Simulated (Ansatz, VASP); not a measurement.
**One calculation of SrO, two programs**

```
CELL_PARAMETERS angstrom
0.00000 2.35461 3.06099
2.35461 0.00000 3.06099
2.35461 2.35461 0.00000
ATOMIC_POSITIONS crystal
Sr 0.00000 0.00000 0.00000
O 0.50000 0.50000 0.50000
```

Alike in both runs: task single point; functional r2SCAN; k mesh 8 × 8 × 8; occupations gaussian, width 0.05 eV; no spin polarisation.

|  | VASP | Ansatz |
| --- | --- | --- |
| version | VASP 6.6.1 | Ansatz 0.2.0 |
| potentials or method | VASP PAW PBE potentials, release 64 (Sr_sv, O), cutoff 520 eV | scalar-relativistic, plane waves, PAW |
| valence electrons in the cell | 16 | 16 |

|  | VASP | Ansatz | Ansatz less VASP |
| --- | --- | --- | --- |
| gap on the k mesh at the Fermi level (eV) | 2.82 | 2.84 | +0.018 |
| least direct gap on the mesh (eV) | 2.97 | 3.01 | +0.048 |
| pressure (GPa) | 15.5 | 14.5 | -1.02 |
| traceless stress, the component that is largest in VASP (GPa) | -23.17 | -22.10 | +1.071 |

VASP's potentials were made for PBE, not for r2SCAN.
